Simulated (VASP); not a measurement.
A run of VASP 6.6.1 is set up as follows.

File INCAR:

```
SYSTEM = Be
PREC = Accurate
ENCUT = 600
EDIFF = 1E-6
ISMEAR = 0
SIGMA = 0.01
LREAL = .FALSE.
LASPH = .TRUE.
NELM = 60
ALGO = Normal
ISIF = 3
LWAVE = .FALSE.
LCHARG = .FALSE.
IBRION = 2
NSW = 80
EDIFFG = -0.02
```

The input KPOINTS:

```
regular mesh
0
G
  15 15 15
  0 0 0
```

The input POSCAR:

```
Be
1.0
   -1.2531209513      1.2531209513      1.2531209513
    1.2531209513     -1.2531209513      1.2531209513
    1.2531209513      1.2531209513     -1.2531209513
Be
1
Direct
    0.0000000000      0.0000000000      0.0000000000
```

Potentials or basis: VASP PAW LDA potentials, release 64 (Be).

Run with:

```bash
$ cat potpaw_LDA.64/Be/POTCAR > POTCAR
$ mpirun -np 1 vasp_std > vasp.out
```

Estimate the relaxed volume.

7.49 Å³/atom.

Estimate the band gap on the k mesh.

zero (band 1 reaches 11.20 eV, above the bottom of band 2 at 6.67 eV).

Predict the space group after relaxing (to 0.05 Å).

Im-3m (No. 229).

Step by step:
```tsv
step	energy change (eV)	largest force (eV/Å)	pressure (GPa)	volume (Å³)
1	0.0000	0.0000	-6.13	7.87
2	-0.0075	0.0000	-0.84	7.53
3	-0.0077	0.0000	-0.01	7.49
```
